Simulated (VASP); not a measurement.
# Cu4GePb (F-43m) in VASP: single point with r2SCAN

Aim: the single point of Cu4GePb with r2SCAN.

Everything below comes from runs of VASP 6.6.1. Logs are shortened: lines on timing, memory, paths and dates and some standing lists are left out, and cuts for length are marked.

## Step 1: The cell of the first run

It takes space group F-43m (No. 216, cubic). Conventional cell: a = 7.088 Å, b = 7.088 Å, c = 7.088 Å, α = 90.00°, β = 90.00°, γ = 90.00°. Cu (site symmetry 3m) has 6 Cu at 2.50 to 2.51 Å and 3 Ge at 2.94 Å and 3 Pb at 2.94 Å within 3.3 Å. Within 3.9 Å of Ge (site symmetry -43m) lie 12 Cu at 2.94 Å and 4 Pb at 3.07 Å. Pb (site symmetry -43m) has 12 Cu at 2.94 Å and 4 Ge at 3.07 Å within 3.9 Å.

## Step 2: Single point, r2SCAN

Input file POSCAR:

```
Cu4GePb
1.0
    0.0000000000      3.5440730000      3.5440730000
    3.5440730000      0.0000000000      3.5440730000
    3.5440730000      3.5440730000      0.0000000000
Cu Ge Pb
4 1 1
Direct
    0.6254000000      0.6254000000      0.6254000000
    0.1238000000      0.6254000000      0.6254000000
    0.6254000000      0.6254000000      0.1238000000
    0.6254000000      0.1238000000      0.6254000000
    0.0000000000      0.0000000000      0.0000000000
    0.2500000000      0.2500000000      0.2500000000
```

Input file INCAR.step1:

```
PREC = Accurate
ENCUT = 520
ISMEAR = -1
SIGMA = 0.1
LREAL = F
LASPH = T
NELM = 80
NBANDS = 45
GGA = PE
ALGO = Normal
EDIFF = 1E-4
LWAVE = T
LCHARG = F
```

Input file INCAR.step2:

```
PREC = Accurate
ENCUT = 520
EDIFF = 1E-6
ISMEAR = -1
SIGMA = 0.1
LREAL = F
LASPH = T
NELM = 80
ALGO = Normal
ISIF = 2
LWAVE = F
LCHARG = F
METAGGA = R2SCAN
LMIXTAU = T
NBANDS = 45
ISTART = 1
```

Input file KPOINTS:

```
regular mesh
0
Gamma
  8 8 8
```

Potentials or basis: VASP PAW PBE potentials, release 64 (Cu, Ge_d, Pb_d).

Command:

```console
> cat potpaw_PBE.64/Cu/POTCAR potpaw_PBE.64/Ge_d/POTCAR potpaw_PBE.64/Pb_d/POTCAR > POTCAR
> cp INCAR.step1 INCAR
> mpirun -np 1 vasp_std > vasp.out
> cp INCAR.step2 INCAR
> mpirun -np 1 vasp_std > vasp.out
```

OUTCAR:

```text
PREC = Accurate
   ENCUT = 520
   EDIFF = 1E-6
   ISMEAR = -1
   LREAL = F
   LASPH = T
   NELM = 80
   ISIF = 2
   METAGGA = R2SCAN
   ISTART = 1

 ion  position               nearest neighbor table
   1  0.625  0.625  0.625-   2 2.50   3 2.50   4 2.50   3 2.51   4 2.51   2 2.51   6 2.94   6 2.94
                             6 2.94
   2  0.124  0.625  0.625-   1 2.50   3 2.50   4 2.50   1 2.51   3 2.51   4 2.51   6 2.94   6 2.94
                             6 2.94
   3  0.625  0.625  0.124-   1 2.50   2 2.50   4 2.50   1 2.51   4 2.51   2 2.51   6 2.94   6 2.94
                             6 2.94
   4  0.625  0.124  0.625-   1 2.50   2 2.50   3 2.50   3 2.51   1 2.51   2 2.51   6 2.94   6 2.94
                             6 2.94
   5  0.000  0.000  0.000-   6 3.07   6 3.07   6 3.07   6 3.07
   6  0.250  0.250  0.250-   2 2.94   3 2.94   4 2.94   1 2.94   2 2.94   4 2.94   1 2.94   2 2.94
                             3 2.94   1 2.94   3 2.94   4 2.94   5 3.07   5 3.07   5 3.07   5 3.07

  LATTYP: Found a face centered cubic cell.
 ALAT       =     7.0881460000

  Lattice vectors:

 A1 = (   0.0000000000,   3.5440730000,   3.5440730000)
 A2 = (   3.5440730000,   0.0000000000,   3.5440730000)
 A3 = (   3.5440730000,   3.5440730000,   0.0000000000)

Analysis of symmetry for initial positions (statically):
=====================================================================
 Subroutine PRICEL returns:
 Original cell was already a primitive cell.

 Routine SETGRP: Setting up the symmetry group for a
 face centered cubic supercell.

 Subroutine GETGRP returns: Found 24 space group operations
 (whereof 24 operations were pure point group operations)
 out of a pool of 48 trial point group operations.

The static configuration has the point symmetry T_d .

Analysis of symmetry for dynamics (positions and initial velocities):
=====================================================================
 Subroutine PRICEL returns:
 Original cell was already a primitive cell.

 Routine SETGRP: Setting up the symmetry group for a
 face centered cubic supercell.

 Subroutine GETGRP returns: Found 24 space group operations
 (whereof 24 operations were pure point group operations)
 out of a pool of 48 trial point group operations.

The dynamic configuration has the point symmetry T_d .

 Subroutine INISYM returns: Found 24 space group operations
 (whereof 24 operations are pure point group operations),
 and found     1 'primitive' translations

----------------------------------------------------------------------------------------

                                     Primitive cell

  volume of cell :      89.0303

  direct lattice vectors                    reciprocal lattice vectors
     0.000000000  3.544073000  3.544073000    -0.141080615  0.141080615  0.141080615
     3.544073000  0.000000000  3.544073000     0.141080615 -0.141080615  0.141080615
     3.544073000  3.544073000  0.000000000     0.141080615  0.141080615 -0.141080615

  length of vectors
     5.012076103  5.012076103  5.012076103     0.244358794  0.244358794  0.244358794

  position of ions in fractional coordinates (direct lattice)
     0.625400000  0.625400000  0.625400000
     0.123800000  0.625400000  0.625400000
     0.625400000  0.625400000  0.123800000
     0.625400000  0.123800000  0.625400000
     0.000000000  0.000000000  0.000000000
     0.250000000  0.250000000  0.250000000

  ion indices of the primitive-cell ions
   primitive index   ion index
                 1           1
                 2           2
                 3           3
                 4           4
                 5           5
                 6           6

----------------------------------------------------------------------------------------

 KPOINTS: regular mesh

Automatic generation of k-mesh.
 Grid dimensions read from file:
 generate k-points for:    8    8    8

 Generating k-lattice:

  Cartesian coordinates                     Fractional coordinates (reciprocal lattice)
    -0.017635077  0.017635077  0.017635077     0.125000000  0.000000000  0.000000000
     0.017635077 -0.017635077  0.017635077     0.000000000  0.125000000  0.000000000
     0.017635077  0.017635077 -0.017635077     0.000000000  0.000000000  0.125000000

  Length of vectors
     0.030544849  0.030544849  0.030544849

  Shift w.r.t. Gamma in fractional coordinates (k-lattice)
     0.000000000  0.000000000  0.000000000

 Subroutine IBZKPT returns following result:
 ===========================================

 Found     29 irreducible k-points:

 Following reciprocal coordinates:
            Coordinates               Weight
  0.000000  0.000000  0.000000      1.000000
  0.125000  0.000000  0.000000      8.000000
  0.250000  0.000000  0.000000      8.000000
  0.375000  0.000000  0.000000      8.000000
  0.500000  0.000000  0.000000      4.000000
  0.125000  0.125000  0.000000      6.000000
[... 16 lines left out ...]
  0.500000  0.250000  0.125000     48.000000
 -0.375000  0.250000  0.125000     24.000000
 [... further k-points ...]
   k-points           NKPTS =     29   k-points in BZ     NKDIM =     29   number of bands    NBANDS=     45
   number of dos      NEDOS =    301   number of ions     NIONS =      6
   total plane-waves  NPLWV =  64000
   dimension x,y,z NGX =    40 NGY =   40 NGZ =   40
   dimension x,y,z NGXF=    80 NGYF=   80 NGZF=   80
   ions per type =               4   1   1
   NGX,Y,Z   is equivalent  to a cutoff of  13.27, 13.27, 13.27 a.u.
   NGXF,Y,Z  is equivalent  to a cutoff of  26.54, 26.54, 26.54 a.u.
 SYSTEM =  unknown system
   PREC   = accura    normal or accurate (medium, high low for compatibility)
   ISTART =      1    job   : 0-new  1-cont  2-samecut
   ICHARG =      0    charge: 1-file 2-atom 10-const
   ISPIN  =      1    spin polarized calculation?
   LNONCOLLINEAR =      F non collinear calculations
   LSORBIT =      F    spin-orbit coupling
   LASPH  =      T    aspherical Exc in radial PAW
   ENCUT  =  520.0 eV  38.22 Ry    6.18 a.u.   9.32  9.32  9.32*2*pi/ulx,y,z
   NELM   =     80;   NELMIN=  2; NELMDL=  0     # of ELM steps
   EDIFF  = 0.1E-05   stopping-criterion for ELM
   LREAL  =      F    real-space projection
   EDIFFG = 0.1E-04   stopping-criterion for IOM
   NSW    =      0    number of steps for IOM
   IBRION =     -1    ionic relax: 0-MD 1-quasi-New 2-CG
   NFREE  =      0    steps in history (QN), initial steepest desc. (CG)
   ISIF   =      2    stress and relaxation
   ISYM   =      2    0-nonsym 1-usesym 2-fastsym
   POTIM  = 0.5000    time-step for ionic-motion
   TEBEG  =    0.0;   TEEND  =   0.0 temperature during run
   PSTRESS=    0.0 pullay stress
   NELECT =      72.0000    total number of electrons
   NUPDOWN=      -1.0000    fix difference up-down
   EMIN   =  10.00;   EMAX   =-10.00  energy-range for DOS
   EFERMI =   0.00;   METHOD = LEGACY
   ISMEAR =    -1;   SIGMA  =   0.10  broadening in eV -4-tet -1-fermi 0-gaus
   EFERMI_NEDOS =   21; number of points for ismear=-14 and -15
   IALGO  =     38    algorithm
   IMIX   =      4    mixing-type and parameters
     AMIX     =   0.40;   BMIX     =  1.00
     AMIX_MAG =   1.60;   BMIX_MAG =  1.00
  volume/ion in A,a.u.               =      14.84       100.13
  Fermi-wavevector in a.u.,A,eV,Ry     =   1.525245  2.882296 31.652226  2.326373
  Thomas-Fermi vector in A             =   2.633442
   LORBIT       =      0    0 simple, 1 ext, 2 COOP (PROOUT), +10 PAW based schemes
   METAGGA = R2SCAN    functional components
   LHFCALC =     F    Hartree Fock is set to
   AEXX    =    0.0000 exact exchange contribution
   IVDW    =     0    specifies the selected vdW correction
   LEPSILON=     F    determine dielectric tensor
   LRPA    =     F    only Hartree local field effects (RPA)
 non-spin polarized calculation
  energy-cutoff  :      520.00
  volume of cell :       89.03
 maximum number of plane-waves:      2421
 NGX is ok and might be reduce to    40
   NGX = 19   NGY = 19   NGZ = 19

 number of electron      72.0000046 magnetization

 Free energy of the ion-electron system (eV)
  ---------------------------------------------------
  ext. energy  EPLUGINS =         0.00000000
  ---------------------------------------------------
  free energy    TOTEN  =      -112.19540376 eV

  energy without entropy =     -112.12297615  energy(sigma->0) =     -112.15918996

 E-fermi :   8.3015     XC(G=0): -13.1914

 val. band max:        8.2920983543   @ k =   0.2500   0.1250   0.0000
 cond. band min:       8.3045167976   @ k =  -0.3750   0.3750   0.1250
 fundamental gap:      0.0124184432
 Fermi energy:         8.3014848448

 k-point     1 :       0.0000    0.0000    0.0000
  band No.  band energies     occupation
      1     -17.2618      2.00000
      2     -17.2618      2.00000
      3     -17.2618      2.00000
      4     -17.2584      2.00000
      5     -17.2584      2.00000
      6      -9.4292      2.00000
[... 37 lines left out ...]
     44      13.0994      0.00000
     45      13.0994      0.00000

 k-point     2 :       0.1250    0.0000    0.0000
  band No.  band energies     occupation
      1     -17.2618      2.00000
      2     -17.2618      2.00000
      3     -17.2618      2.00000
      4     -17.2584      2.00000
      5     -17.2584      2.00000
      6      -9.4304      2.00000
[... 37 lines left out ...]
     44      13.8635      0.00000
     45      13.8681      0.00000

 k-point     3 :       0.2500    0.0000    0.0000
  band No.  band energies     occupation
      1     -17.2619      2.00000
      2     -17.2617      2.00000
      3     -17.2617      2.00000
      4     -17.2584      2.00000
      5     -17.2584      2.00000
      6      -9.4333      2.00000
[... 37 lines left out ...]
     44      15.4484      0.00000
     45      15.6585      0.00000

 k-point     4 :       0.3750    0.0000    0.0000
  band No.  band energies     occupation
      1     -17.2620      2.00000
      2     -17.2616      2.00000
      3     -17.2616      2.00000
      4     -17.2584      2.00000
      5     -17.2584      2.00000
      6      -9.4365      2.00000
[... 901 lines left out ...]
     44      14.7969      0.00000
     45      15.9892      0.00000

 k-point    23 :       0.5000    0.2500    0.1250
  band No.  band energies     occupation
      1     -17.2620      2.00000
      2     -17.2617      2.00000
      3     -17.2615      2.00000
      4     -17.2585      2.00000
      5     -17.2583      2.00000
      6      -9.4368      2.00000
[... 37 lines left out ...]
     44      15.6439      0.00000
     45      16.5986      0.00000

 k-point    24 :      -0.3750    0.2500    0.1250
  band No.  band energies     occupation
      1     -17.2619      2.00000
      2     -17.2617      2.00000
      3     -17.2615      2.00000
      4     -17.2585      2.00000
      5     -17.2583      2.00000
      6      -9.4366      2.00000
[... 37 lines left out ...]
     44      16.1029      0.00000
     45      16.7020      0.00000

 [... further k-points ...]

------------------------ aborting loop because EDIFF is reached ----------------------------------------

  FORCE on cell =-STRESS in cart. coord.  units (eV):
  Direction    XX          YY          ZZ          XY          YZ          ZX
  --------------------------------------------------------------------------------------
  -------------------------------------------------------------------------------------
  Total        1.1577179      1.1577179      1.1577179      0.0000000      0.0000000     -0.0000000
  in kB       20.8341291     20.8341291     20.8341291      0.0000000      0.0000000     -0.0000000
  external PRESSURE =      20.8341291 kB  Pullay stress =       0.0000000 kB

 VOLUME and BASIS-vectors are now :
 -----------------------------------------------------------------------------
  energy-cutoff  :      520.00
  volume of cell :       89.03
      direct lattice vectors                 reciprocal lattice vectors
     0.000000000  3.544073000  3.544073000    -0.141080615  0.141080615  0.141080615
     3.544073000  0.000000000  3.544073000     0.141080615 -0.141080615  0.141080615
     3.544073000  3.544073000  0.000000000     0.141080615  0.141080615 -0.141080615

 POSITION                                       TOTAL-FORCE (eV/Angst)
 -----------------------------------------------------------------------------------
      4.43293      4.43293      4.43293         0.029280      0.029280      0.029280
      4.43293      2.65522      2.65522         0.029280     -0.029280     -0.029280
      2.65522      2.65522      4.43293        -0.029280     -0.029280      0.029280
      2.65522      4.43293      2.65522        -0.029280      0.029280     -0.029280
      0.00000      0.00000      0.00000        -0.000000     -0.000000     -0.000000
      1.77204      1.77204      1.77204        -0.000000     -0.000000     -0.000000
 -----------------------------------------------------------------------------------
    total drift:                                0.000002      0.000002      0.000002

  FREE ENERGIE OF THE ION-ELECTRON SYSTEM (eV)
  ---------------------------------------------------
  free  energy   TOTEN  =      -112.1954037611 eV

  energy  without entropy=     -112.1229761497  energy(sigma->0) =     -112.15918996
```

Wall time 4.3 min (1 thread of Intel Xeon Platinum 8559C (Emerald Rapids), shared host); peak memory 0.32 GiB.

Results:

```yaml
Free_energy: -112.1954 eV
Pressure: 2.1 GPa
Largest_force: 0.051 eV/Å
Band_gap_on_the_k_mesh: zero (bands 36 and 37 overlap by 0.61 eV)
```

Forces in eV/Å, atoms in the order of the input:
```
Cu   0.029  0.029  0.029
Cu   0.029 -0.029 -0.029
Cu  -0.029 -0.029  0.029
Cu  -0.029  0.029 -0.029
Ge   0.000  0.000  0.000
Pb   0.000  0.000  0.000
```

Levels at points of the mesh, in eV from the Fermi level:
```csv
k point,band 32,band 33,band 34,band 35,band 36,band 37,band 38,band 39,band 40,band 41
"(0.00, 0.00, 0.00)",-1.85,-1.65,-1.65,-1.65,-0.57,0.38,0.47,0.47,0.47,3.08
"(0.50, 0.00, 0.00)",-2.48,-1.85,-1.67,-1.67,-1.27,0.74,0.74,2.85,4.06,5.61
"(0.50, 0.50, 0.00)",-2.56,-2.52,-2.44,-1.55,-1.55,3.42,3.87,4.86,4.86,6.28
```

Caveat: the PAW data sets were made with another functional, which shifts forces and pressure a little; spin-orbit coupling is left out, which moves the levels of the heavy elements.
